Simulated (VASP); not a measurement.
# TiTe2 (P-1) in VASP: single point with PBE

Aim: the single point of TiTe2 with PBE.

All numbers are computed with VASP 6.6.1; they aren't measurements. Logs are shortened: lines on timing, memory, paths and dates and some standing lists are left out, and cuts for length are marked.

### Step 1. The cell of the first run

The typed cell holds 3 atoms: a = 3.778 Å, b = 3.777 Å, c = 6.501 Å, α = 91.61°, β = 86.78°, γ = 120.01°.

### Step 2. Single point, PBE (strain +0.0562 x Voigt [0, 0, 0, 0, 1, 0])

File INCAR:

```
SYSTEM = TiTe2
PREC = Accurate ; ENCUT = 520
EDIFF = 1E-6 ; ISMEAR = 0
SIGMA = 0.15 ; LREAL = .False.
LASPH = .True. ; NELM = 80
ALGO = Normal ; ISIF = 2
LWAVE = .False. ; LCHARG = .False.
GGA = PE ; NBANDS = 19
```

File KPOINTS:

```
Automatic mesh
0
Gamma
  12 12 8
  0 0 0
```

File POSCAR:

```
TiTe2
1.0
    3.7770008876      0.0000000000      0.1061337249
   -1.8885004438      3.2709787188     -0.0530668625
    0.1825938000      0.0000000000      6.4980000000
Ti Te
1 2
Direct
    0.0000000000      0.0000000000      0.0000000000
    0.6666666667      0.3333333333      0.2628000000
    0.3333333333      0.6666666667      0.7372000000
```

Potentials or basis: VASP PAW PBE potentials, release 64 (Ti_sv, Te).

The run is started by

```console
cat potpaw_PBE.64/Ti_sv/POTCAR potpaw_PBE.64/Te/POTCAR > POTCAR
mpirun -np 1 vasp_std > vasp.out
```

OUTCAR:

```text
SYSTEM = TiTe2
   PREC = Accurate
   ENCUT = 520
   EDIFF = 1E-6
   ISMEAR = 0
   LREAL = .False.
   LASPH = .True.
   NELM = 80
   ISIF = 2
   GGA = PE

 ion  position               nearest neighbor table
   1  0.000  0.000  0.000-   2 2.70   3 2.70   3 2.77   2 2.77   2 2.84   3 2.84
   2  0.667  0.333  0.263-   1 2.70   1 2.77   1 2.84
   3  0.333  0.667  0.737-   1 2.70   1 2.77   1 2.84

  LATTYP: Found a base centered monoclinic cell.
 ALAT       =     3.7784917722
 B/A-ratio  =     1.7313673900
 C/A-ratio  =     1.7204126219
 COS(beta)  =    -0.0561556589

  Lattice vectors:

 A1 = (  -1.8885004438,   3.2709787188,  -0.0530668625)
 A2 = (  -1.8885004438,  -3.2709787188,  -0.0530668624)
 A3 = (   0.1825938000,   0.0000000000,   6.4980000000)

Analysis of symmetry for initial positions (statically):
=====================================================================
 Subroutine PRICEL returns:
 Original cell was already a primitive cell.

 Routine SETGRP: Setting up the symmetry group for a
 base centered monoclinic supercell.

 Subroutine GETGRP returns: Found  2 space group operations
 (whereof  2 operations were pure point group operations)
 out of a pool of  4 trial point group operations.

The static configuration has the point symmetry S_2 .

Analysis of symmetry for dynamics (positions and initial velocities):
=====================================================================
 Subroutine PRICEL returns:
 Original cell was already a primitive cell.

 Routine SETGRP: Setting up the symmetry group for a
 base centered monoclinic supercell.

 Subroutine GETGRP returns: Found  2 space group operations
 (whereof  2 operations were pure point group operations)
 out of a pool of  4 trial point group operations.

The dynamic configuration has the point symmetry S_2 .

 Subroutine INISYM returns: Found  2 space group operations
 (whereof  2 operations are pure point group operations),
 and found     1 'primitive' translations

----------------------------------------------------------------------------------------

                                     Primitive cell

  volume of cell :      80.2161

  direct lattice vectors                    reciprocal lattice vectors
     3.777000888  0.000000000  0.106133725     0.264969552  0.152859448 -0.007445644
    -1.888500444  3.270978719 -0.053066862     0.000000000  0.305718895  0.000000000
     0.182593800  0.000000000  6.498000000    -0.004327825  0.000000000  0.154015118

  length of vectors
     3.778491772  3.777373664  6.500564937     0.305990706  0.305718895  0.154075912

  position of ions in fractional coordinates (direct lattice)
     0.000000000  0.000000000  0.000000000
     0.666666667  0.333333333  0.262800000
     0.333333333  0.666666667  0.737200000

  ion indices of the primitive-cell ions
   primitive index   ion index
                 1           1
                 2           2
                 3           3

----------------------------------------------------------------------------------------

 KPOINTS: Automatic mesh

Automatic generation of k-mesh.
 Grid dimensions read from file:
 generate k-points for:   12   12    8

 Generating k-lattice:

  Cartesian coordinates                     Fractional coordinates (reciprocal lattice)
     0.022080796  0.012738287 -0.000620470     0.083333333 -0.000000000  0.000000000
     0.000000000  0.025476575  0.000000000     0.000000000  0.083333333  0.000000000
    -0.000540978  0.000000000  0.019251890     0.000000000  0.000000000  0.125000000

  Length of vectors
     0.025499225  0.025476575  0.019259489

  Shift w.r.t. Gamma in fractional coordinates (k-lattice)
     0.000000000  0.000000000  0.000000000

 Subroutine IBZKPT returns following result:
 ===========================================

 Found    580 irreducible k-points:

 Following reciprocal coordinates:
            Coordinates               Weight
  0.000000  0.000000  0.000000      1.000000
  0.083333  0.000000  0.000000      2.000000
 -0.083333  0.083333  0.000000      2.000000
  0.166667  0.000000  0.000000      2.000000
 -0.166667  0.166667  0.000000      2.000000
  0.250000  0.000000  0.000000      2.000000
[... 16 lines left out ...]
  0.416667  0.083333  0.000000      2.000000
 -0.416667  0.500000 -0.000000      2.000000
 [... further k-points ...]
   k-points           NKPTS =    580   k-points in BZ     NKDIM =    580   number of bands    NBANDS=     19
   number of dos      NEDOS =    301   number of ions     NIONS =      3
   total plane-waves  NPLWV =  37632
   dimension x,y,z NGX =    28 NGY =   28 NGZ =   48
   dimension x,y,z NGXF=    56 NGYF=   56 NGZF=   96
   ions per type =               1   2
   NGX,Y,Z   is equivalent  to a cutoff of  12.32, 12.32, 12.28 a.u.
   NGXF,Y,Z  is equivalent  to a cutoff of  24.64, 24.65, 24.55 a.u.
 SYSTEM =  TiTe2
   PREC   = accura    normal or accurate (medium, high low for compatibility)
   ISTART =      0    job   : 0-new  1-cont  2-samecut
   ICHARG =      2    charge: 1-file 2-atom 10-const
   ISPIN  =      1    spin polarized calculation?
   LNONCOLLINEAR =      F non collinear calculations
   LSORBIT =      F    spin-orbit coupling
   LASPH  =      T    aspherical Exc in radial PAW
   ENCUT  =  520.0 eV  38.22 Ry    6.18 a.u.   7.03  7.02 12.09*2*pi/ulx,y,z
   NELM   =     80;   NELMIN=  2; NELMDL= -5     # of ELM steps
   EDIFF  = 0.1E-05   stopping-criterion for ELM
   LREAL  =      F    real-space projection
   EDIFFG = 0.1E-04   stopping-criterion for IOM
   NSW    =      0    number of steps for IOM
   IBRION =     -1    ionic relax: 0-MD 1-quasi-New 2-CG
   NFREE  =      0    steps in history (QN), initial steepest desc. (CG)
   ISIF   =      2    stress and relaxation
   ISYM   =      2    0-nonsym 1-usesym 2-fastsym
   POTIM  = 0.5000    time-step for ionic-motion
   TEBEG  =    0.0;   TEEND  =   0.0 temperature during run
   PSTRESS=    0.0 pullay stress
   NELECT =      24.0000    total number of electrons
   NUPDOWN=      -1.0000    fix difference up-down
   EMIN   =  10.00;   EMAX   =-10.00  energy-range for DOS
   EFERMI =   0.00;   METHOD = LEGACY
   ISMEAR =     0;   SIGMA  =   0.15  broadening in eV -4-tet -1-fermi 0-gaus
   EFERMI_NEDOS =   21; number of points for ismear=-14 and -15
   IALGO  =     38    algorithm
   IMIX   =      4    mixing-type and parameters
     AMIX     =   0.40;   BMIX     =  1.00
     AMIX_MAG =   1.60;   BMIX_MAG =  1.00
  volume/ion in A,a.u.               =      26.74       180.44
  Fermi-wavevector in a.u.,A,eV,Ry     =   1.094943  2.069142 16.312021  1.198900
  Thomas-Fermi vector in A             =   2.231257
   LORBIT       =      0    0 simple, 1 ext, 2 COOP (PROOUT), +10 PAW based schemes
   GGA     = PE    functional components
   LHFCALC =     F    Hartree Fock is set to
   AEXX    =    0.0000 exact exchange contribution
   IVDW    =     0    specifies the selected vdW correction
   LEPSILON=     F    determine dielectric tensor
   LRPA    =     F    only Hartree local field effects (RPA)
 non-spin polarized calculation
 Gauss-broadening in eV      SIGMA  =   0.15
  energy-cutoff  :      520.00
  volume of cell :       80.22
 maximum number of plane-waves:      2179
   NGX = 13   NGY = 13   NGZ = 25

 number of electron      23.9999998 magnetization

 Free energy of the ion-electron system (eV)
  ---------------------------------------------------
  ext. energy  EPLUGINS =         0.00000000
  ---------------------------------------------------
  free energy    TOTEN  =       -16.16586095 eV

  energy without entropy =      -16.15014413  energy(sigma->0) =      -16.15800254

 E-fermi :   6.8557     XC(G=0):  -9.8623

 val. band max:        6.8490975293   @ k =   0.0000   0.5000   0.1250
 cond. band min:       6.8605436259   @ k =   0.0000   0.5000   0.0000
 fundamental gap:      0.0114460966
 Fermi energy:         6.8557424573

 k-point     1 :       0.0000    0.0000    0.0000
  band No.  band energies     occupation
      1     -50.6431      2.00000
      2     -26.9125      2.00000
      3     -26.8964      2.00000
      4     -26.8587      2.00000
      5      -5.5815      2.00000
      6      -4.0655      2.00000
[... 11 lines left out ...]
     18      11.9358      0.00000
     19      12.7951      0.00000

 k-point     2 :       0.0833    0.0000    0.0000
  band No.  band energies     occupation
      1     -50.6430      2.00000
      2     -26.9151      2.00000
      3     -26.8971      2.00000
      4     -26.8581      2.00000
      5      -5.5053      2.00000
      6      -4.0250      2.00000
[... 11 lines left out ...]
     18      12.4927      0.00000
     19      13.1720      0.00000

 k-point     3 :      -0.0833    0.0833    0.0000
  band No.  band energies     occupation
      1     -50.6429      2.00000
      2     -26.9134      2.00000
      3     -26.8990      2.00000
      4     -26.8580      2.00000
      5      -5.5035      2.00000
      6      -4.0282      2.00000
[... 11 lines left out ...]
     18      12.4783      0.00000
     19      13.2251      0.00000

 k-point     4 :       0.1667    0.0000    0.0000
  band No.  band energies     occupation
      1     -50.6424      2.00000
      2     -26.9223      2.00000
      3     -26.8990      2.00000
      4     -26.8566      2.00000
      5      -5.2831      2.00000
      6      -3.9123      2.00000
[... 407 lines left out ...]
     18      12.4342      0.00000
     19      12.8674      0.00000

 k-point    23 :       0.4167    0.0833    0.0000
  band No.  band energies     occupation
      1     -50.6402      2.00000
      2     -26.9506      2.00000
      3     -26.9078      2.00000
      4     -26.8499      2.00000
      5      -3.8823      2.00000
      6      -3.5719      2.00000
[... 11 lines left out ...]
     18      12.3929      0.00000
     19      12.7172      0.00000

 k-point    24 :      -0.4167    0.5000   -0.0000
  band No.  band energies     occupation
      1     -50.6401      2.00000
      2     -26.9400      2.00000
      3     -26.9213      2.00000
      4     -26.8486      2.00000
      5      -3.8640      2.00000
      6      -3.5854      2.00000
[... 11 lines left out ...]
     18      12.3687      0.00000
     19      12.7971      0.00000

 [... further k-points ...]

------------------------ aborting loop because EDIFF is reached ----------------------------------------

  FORCE on cell =-STRESS in cart. coord.  units (eV):
  Direction    XX          YY          ZZ          XY          YZ          ZX
  --------------------------------------------------------------------------------------
  -------------------------------------------------------------------------------------
  Total        0.4760086      0.3630521      0.9585956     -0.5393673      0.1241406     -1.6020022
  in kB        9.5074471      7.2513364     19.1462874    -10.7729277      2.4794929    -31.9972185
  external PRESSURE =      11.9683569 kB  Pullay stress =       0.0000000 kB

 VOLUME and BASIS-vectors are now :
 -----------------------------------------------------------------------------
  energy-cutoff  :      520.00
  volume of cell :       80.22
      direct lattice vectors                 reciprocal lattice vectors
     3.777000888  0.000000000  0.106133725     0.264969552  0.152859448 -0.007445644
    -1.888500444  3.270978719 -0.053066862     0.000000000  0.305718895  0.000000000
     0.182593800  0.000000000  6.498000000    -0.004327825  0.000000000  0.154015118

 POSITION                                       TOTAL-FORCE (eV/Angst)
 -----------------------------------------------------------------------------------
      0.00000      0.00000      0.00000        -0.000000      0.000000      0.000000
      1.93649      1.09033      1.76074        -0.379349      0.029590      0.084168
      0.13461      2.18065      4.79033         0.379349     -0.029590     -0.084168
 -----------------------------------------------------------------------------------
    total drift:                                0.000000     -0.000000     -0.000000

  FREE ENERGIE OF THE ION-ELECTRON SYSTEM (eV)
  ---------------------------------------------------
  free  energy   TOTEN  =       -16.1658609495 eV

  energy  without entropy=      -16.1501441252  energy(sigma->0) =      -16.15800254
```

Run time: 5.7 min. Hardware: 1 thread of Intel Xeon 6975P-C (Granite Rapids), shared host; peak memory 0.88 GiB.

What came out:

```yaml
Free_energy: -16.1659 eV
Pressure: 1.2 GPa
Largest_force: 0.390 eV/Å
Band_gap_on_the_k_mesh: zero (bands 12 and 13 overlap by 0.76 eV)
```

Forces in eV/Å, atoms in the order of the input:
```
Ti   0.000  0.000  0.000
Te  -0.379  0.030  0.084
Te   0.379 -0.030 -0.084
```

Stress tensor (GPa, compression positive):
```
 0.95 -1.08 -3.20
-1.08  0.73  0.25
-3.20  0.25  1.91
```

Caveat: the cell differs from its parent crystal (strain +0.0562 x Voigt [0, 0, 0, 0, 1, 0]); spin-orbit coupling is left out, which moves the levels of the heavy elements.
